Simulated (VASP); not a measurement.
# CsSnI3 (Cm) in VASP: single point with PBEsol

Aim: the single point of CsSnI3 with PBEsol.

Everything below comes from runs of VASP 6.6.1. Logs are shortened: lines on timing, memory, paths and dates and some standing lists are left out, and cuts for length are marked.

### 1 The cell of the first run

Symmetry: Cm, No. 8, monoclinic system. Conventional cell: a = 8.776 Å, b = 8.776 Å, c = 6.206 Å, α = 90.00°, β = 90.00°, γ = 90.00°. Cs (site symmetry m) has 12 I at 4.27 to 4.51 Å and 8 Sn at 5.23 to 5.51 Å within 5.6 Å. Sn (site symmetry m) has 6 I at 3.10 Å within 4.1 Å. Within 4.1 Å of I (site symmetry 1) lie 2 Sn at 3.10 Å. I (site symmetry m) has 2 Sn at 3.10 Å within 4.1 Å.

### 2 Single point, PBEsol (-0.100) A along [1 1 0] and z)

INCAR reads:

```
PREC = Accurate
ENCUT = 520
EDIFF = 1E-6
ISMEAR = 0
SIGMA = 0.03
LREAL = F
LASPH = T
NELM = 60
ALGO = Normal
ISIF = 2
LWAVE = F
LCHARG = F
GGA = PS
NBANDS = 30
```

KPOINTS reads:

```
regular mesh
0
Gamma
  6 6 6
```

POSCAR reads:

```
CsSnI3
1.0
    6.2057000000      0.0000000000      0.0000000000
    0.0000000000      6.2057000000      0.0000000000
    0.0000000000      0.0000000000      6.2057000000
Cs Sn I
1 1 3
Direct
   -0.0113944725     -0.0113944725     -0.0161142176
    0.5000000000      0.5000000000      0.5000000000
    0.0000000000      0.5000000000      0.5000000000
    0.5000000000      0.0000000000      0.5000000000
    0.5000000000      0.5000000000      0.0000000000
```

Potentials or basis: VASP PAW PBE potentials, release 64 (Cs_sv, Sn_d, I).

Launch:

```console
> cat potpaw_PBE.64/Cs_sv/POTCAR potpaw_PBE.64/Sn_d/POTCAR potpaw_PBE.64/I/POTCAR > POTCAR
> mpirun -np 1 vasp_std > vasp.out
```

OUTCAR:

```text
PREC = Accurate
   ENCUT = 520
   EDIFF = 1E-6
   ISMEAR = 0
   LREAL = F
   LASPH = T
   NELM = 60
   ISIF = 2
   GGA = PS

 ion  position               nearest neighbor table
   1  0.989  0.989  0.984-
   2  0.500  0.500  0.500-   3 3.10   4 3.10   5 3.10   5 3.10   4 3.10   3 3.10
   3  0.000  0.500  0.500-   2 3.10   2 3.10
   4  0.500  0.000  0.500-   2 3.10   2 3.10
   5  0.500  0.500  0.000-   2 3.10   2 3.10

  LATTYP: Found a simple cubic cell.
 ALAT       =     6.2057000000

  Lattice vectors:

 A1 = (   6.2057000000,   0.0000000000,   0.0000000000)
 A2 = (   0.0000000000,   6.2057000000,   0.0000000000)
 A3 = (   0.0000000000,   0.0000000000,   6.2057000000)

Analysis of symmetry for initial positions (statically):
=====================================================================
 Subroutine PRICEL returns:
 Original cell was already a primitive cell.

 Routine SETGRP: Setting up the symmetry group for a
 simple cubic supercell.

 Subroutine GETGRP returns: Found  2 space group operations
 (whereof  2 operations were pure point group operations)
 out of a pool of 48 trial point group operations.

The static configuration has the point symmetry C_1h.

Analysis of symmetry for dynamics (positions and initial velocities):
=====================================================================
 Subroutine PRICEL returns:
 Original cell was already a primitive cell.

 Routine SETGRP: Setting up the symmetry group for a
 simple cubic supercell.

 Subroutine GETGRP returns: Found  2 space group operations
 (whereof  2 operations were pure point group operations)
 out of a pool of 48 trial point group operations.

The dynamic configuration has the point symmetry C_1h.

 Subroutine INISYM returns: Found  2 space group operations
 (whereof  2 operations are pure point group operations),
 and found     1 'primitive' translations

----------------------------------------------------------------------------------------

                                     Primitive cell

  volume of cell :     238.9859

  direct lattice vectors                    reciprocal lattice vectors
     6.205700000  0.000000000  0.000000000     0.161142176  0.000000000  0.000000000
     0.000000000  6.205700000  0.000000000     0.000000000  0.161142176  0.000000000
     0.000000000  0.000000000  6.205700000     0.000000000  0.000000000  0.161142176

  length of vectors
     6.205700000  6.205700000  6.205700000     0.161142176  0.161142176  0.161142176

  position of ions in fractional coordinates (direct lattice)
     0.988605527  0.988605527  0.983885782
     0.500000000  0.500000000  0.500000000
     0.000000000  0.500000000  0.500000000
     0.500000000  0.000000000  0.500000000
     0.500000000  0.500000000  0.000000000

  ion indices of the primitive-cell ions
   primitive index   ion index
                 1           1
                 2           2
                 3           3
                 4           4
                 5           5

----------------------------------------------------------------------------------------

 KPOINTS: regular mesh

Automatic generation of k-mesh.
 Grid dimensions read from file:
 generate k-points for:    6    6    6

 Generating k-lattice:

  Cartesian coordinates                     Fractional coordinates (reciprocal lattice)
     0.026857029  0.000000000  0.000000000     0.166666667  0.000000000  0.000000000
     0.000000000  0.026857029  0.000000000     0.000000000  0.166666667  0.000000000
     0.000000000  0.000000000  0.026857029     0.000000000  0.000000000  0.166666667

  Length of vectors
     0.026857029  0.026857029  0.026857029

  Shift w.r.t. Gamma in fractional coordinates (k-lattice)
     0.000000000  0.000000000  0.000000000

 Subroutine IBZKPT returns following result:
 ===========================================

 Found     68 irreducible k-points:

 Following reciprocal coordinates:
            Coordinates               Weight
  0.000000  0.000000  0.000000      1.000000
  0.166667  0.000000  0.000000      4.000000
  0.000000  0.000000  0.166667      2.000000
  0.333333  0.000000  0.000000      4.000000
  0.000000  0.000000  0.333333      2.000000
  0.500000  0.000000  0.000000      2.000000
[... 16 lines left out ...]
 -0.333333  0.333333  0.000000      2.000000
 -0.333333  0.000000  0.333333      4.000000
 [... further k-points ...]
   k-points           NKPTS =     68   k-points in BZ     NKDIM =     68   number of bands    NBANDS=     30
   number of dos      NEDOS =    301   number of ions     NIONS =      5
   total plane-waves  NPLWV = 110592
   dimension x,y,z NGX =    48 NGY =   48 NGZ =   48
   dimension x,y,z NGXF=    96 NGYF=   96 NGZF=   96
   ions per type =               1   1   3
   NGX,Y,Z   is equivalent  to a cutoff of  12.86, 12.86, 12.86 a.u.
   NGXF,Y,Z  is equivalent  to a cutoff of  25.72, 25.72, 25.72 a.u.
 SYSTEM =  unknown system
   PREC   = accura    normal or accurate (medium, high low for compatibility)
   ISTART =      0    job   : 0-new  1-cont  2-samecut
   ICHARG =      2    charge: 1-file 2-atom 10-const
   ISPIN  =      1    spin polarized calculation?
   LNONCOLLINEAR =      F non collinear calculations
   LSORBIT =      F    spin-orbit coupling
   LASPH  =      T    aspherical Exc in radial PAW
   ENCUT  =  520.0 eV  38.22 Ry    6.18 a.u.  11.54 11.54 11.54*2*pi/ulx,y,z
   NELM   =     60;   NELMIN=  2; NELMDL= -5     # of ELM steps
   EDIFF  = 0.1E-05   stopping-criterion for ELM
   LREAL  =      F    real-space projection
   EDIFFG = 0.1E-04   stopping-criterion for IOM
   NSW    =      0    number of steps for IOM
   IBRION =     -1    ionic relax: 0-MD 1-quasi-New 2-CG
   NFREE  =      0    steps in history (QN), initial steepest desc. (CG)
   ISIF   =      2    stress and relaxation
   ISYM   =      2    0-nonsym 1-usesym 2-fastsym
   POTIM  = 0.5000    time-step for ionic-motion
   TEBEG  =    0.0;   TEEND  =   0.0 temperature during run
   PSTRESS=    0.0 pullay stress
   NELECT =      44.0000    total number of electrons
   NUPDOWN=      -1.0000    fix difference up-down
   EMIN   =  10.00;   EMAX   =-10.00  energy-range for DOS
   EFERMI =   0.00;   METHOD = LEGACY
   ISMEAR =     0;   SIGMA  =   0.03  broadening in eV -4-tet -1-fermi 0-gaus
   EFERMI_NEDOS =   21; number of points for ismear=-14 and -15
   IALGO  =     38    algorithm
   IMIX   =      4    mixing-type and parameters
     AMIX     =   0.40;   BMIX     =  1.00
     AMIX_MAG =   1.60;   BMIX_MAG =  1.00
  volume/ion in A,a.u.               =      47.80       322.55
  Fermi-wavevector in a.u.,A,eV,Ry     =   0.931326  1.759950 11.801253  0.867368
  Thomas-Fermi vector in A             =   2.057807
   LORBIT       =      0    0 simple, 1 ext, 2 COOP (PROOUT), +10 PAW based schemes
   GGA     = PS    functional components
   LHFCALC =     F    Hartree Fock is set to
   AEXX    =    0.0000 exact exchange contribution
   IVDW    =     0    specifies the selected vdW correction
   LEPSILON=     F    determine dielectric tensor
   LRPA    =     F    only Hartree local field effects (RPA)
 non-spin polarized calculation
 Gauss-broadening in eV      SIGMA  =   0.03
  energy-cutoff  :      520.00
  volume of cell :      238.99
 maximum number of plane-waves:      6488
 NGX is ok and might be reduce to    48
   NGX = 23   NGY = 23   NGZ = 23

 number of electron      43.9999982 magnetization

 Free energy of the ion-electron system (eV)
  ---------------------------------------------------
  ext. energy  EPLUGINS =         0.00000000
  ---------------------------------------------------
  free energy    TOTEN  =       -15.06610222 eV

  energy without entropy =      -15.06610222  energy(sigma->0) =      -15.06610222

 E-fermi :   2.8931     XC(G=0):  -7.6871

 val. band max:        2.7736290402   @ k =   0.5000   0.5000   0.5000
 cond. band min:       3.0304753179   @ k =   0.5000   0.5000   0.5000
 fundamental gap:      0.2568462778
 Fermi energy:         2.8930735330

 k-point     1 :       0.0000    0.0000    0.0000
  band No.  band energies     occupation
      1     -19.4935      2.00000
      2     -19.2303      2.00000
      3     -19.2303      2.00000
      4     -19.2087      2.00000
      5     -19.2086      2.00000
      6     -19.2086      2.00000
[... 22 lines left out ...]
     29       7.4365      0.00000
     30       7.4368      0.00000

 k-point     2 :       0.1667    0.0000    0.0000
  band No.  band energies     occupation
      1     -19.4933      2.00000
      2     -19.2303      2.00000
      3     -19.2299      2.00000
      4     -19.2087      2.00000
      5     -19.2087      2.00000
      6     -19.2086      2.00000
[... 22 lines left out ...]
     29       6.4584      0.00000
     30       7.3748      0.00000

 k-point     3 :       0.0000    0.0000    0.1667
  band No.  band energies     occupation
      1     -19.4933      2.00000
      2     -19.2303      2.00000
      3     -19.2299      2.00000
      4     -19.2087      2.00000
      5     -19.2087      2.00000
      6     -19.2087      2.00000
[... 22 lines left out ...]
     29       6.4589      0.00000
     30       7.3740      0.00000

 k-point     4 :       0.3333    0.0000    0.0000
  band No.  band energies     occupation
      1     -19.4931      2.00000
      2     -19.2303      2.00000
      3     -19.2291      2.00000
      4     -19.2088      2.00000
      5     -19.2088      2.00000
      6     -19.2086      2.00000
[... 616 lines left out ...]
     29       7.3618      0.00000
     30       7.3892      0.00000

 k-point    23 :      -0.3333    0.3333    0.0000
  band No.  band energies     occupation
      1     -19.4928      2.00000
      2     -19.2297      2.00000
      3     -19.2285      2.00000
      4     -19.2089      2.00000
      5     -19.2088      2.00000
      6     -19.2088      2.00000
[... 22 lines left out ...]
     29       7.3476      0.00000
     30       7.4072      0.00000

 k-point    24 :      -0.3333    0.0000    0.3333
  band No.  band energies     occupation
      1     -19.4928      2.00000
      2     -19.2297      2.00000
      3     -19.2284      2.00000
      4     -19.2089      2.00000
      5     -19.2088      2.00000
      6     -19.2088      2.00000
[... 22 lines left out ...]
     29       7.3361      0.00000
     30       7.4093      0.00000

 [... further k-points ...]

------------------------ aborting loop because EDIFF is reached ----------------------------------------

  FORCE on cell =-STRESS in cart. coord.  units (eV):
  Direction    XX          YY          ZZ          XY          YZ          ZX
  --------------------------------------------------------------------------------------
  -------------------------------------------------------------------------------------
  Total       -0.8207904     -0.8207904     -0.8176723      0.0065031      0.0092983      0.0092983
  in kB       -5.5026325     -5.5026325     -5.4817290      0.0435971      0.0623366      0.0623362
  external PRESSURE =      -5.4956647 kB  Pullay stress =       0.0000000 kB

 VOLUME and BASIS-vectors are now :
 -----------------------------------------------------------------------------
  energy-cutoff  :      520.00
  volume of cell :      238.99
      direct lattice vectors                 reciprocal lattice vectors
     6.205700000  0.000000000  0.000000000     0.161142176  0.000000000  0.000000000
     0.000000000  6.205700000  0.000000000     0.000000000  0.161142176  0.000000000
     0.000000000  0.000000000  6.205700000     0.000000000  0.000000000  0.161142176

 POSITION                                       TOTAL-FORCE (eV/Angst)
 -----------------------------------------------------------------------------------
      6.13499      6.13499      6.10570        -0.001459     -0.001459     -0.002199
      3.10285      3.10285      3.10285        -0.002960     -0.002960     -0.004170
      0.00000      3.10285      3.10285        -0.004476      0.004323      0.006344
      3.10285      0.00000      3.10285         0.004323     -0.004476      0.006344
      3.10285      3.10285      0.00000         0.004573      0.004573     -0.006320
 -----------------------------------------------------------------------------------
    total drift:                               -0.000025     -0.000025     -0.000060

  FREE ENERGIE OF THE ION-ELECTRON SYSTEM (eV)
  ---------------------------------------------------
  free  energy   TOTEN  =       -15.0661022153 eV

  energy  without entropy=      -15.0661022153  energy(sigma->0) =      -15.06610222
```

Wall time 12 min (1 thread of Intel Xeon 8259CL, shared host); peak memory 0.65 GiB.

What came out:

| Quantity | Value |
| --- | --- |
| Free energy | -15.0661 eV |
| Pressure | -0.5 GPa |
| Largest force | 0.009 eV/Å |
| Band gap on the k mesh | 0.26 eV |

Forces on the atoms (eV/Å):
```
Cs  -0.001 -0.001 -0.002
Sn  -0.003 -0.003 -0.004
I   -0.004  0.004  0.006
I    0.004 -0.004  0.006
I    0.005  0.005 -0.006
```

Caveat: the cell differs from its parent crystal (-0.100) A along [1 1 0] and z); semilocal functionals underestimate gaps, and a narrow one can read as zero; the PAW data sets were made with another functional, which shifts forces and pressure a little; spin-orbit coupling is left out, which moves the levels of the heavy elements. A k mesh can miss the band edges.
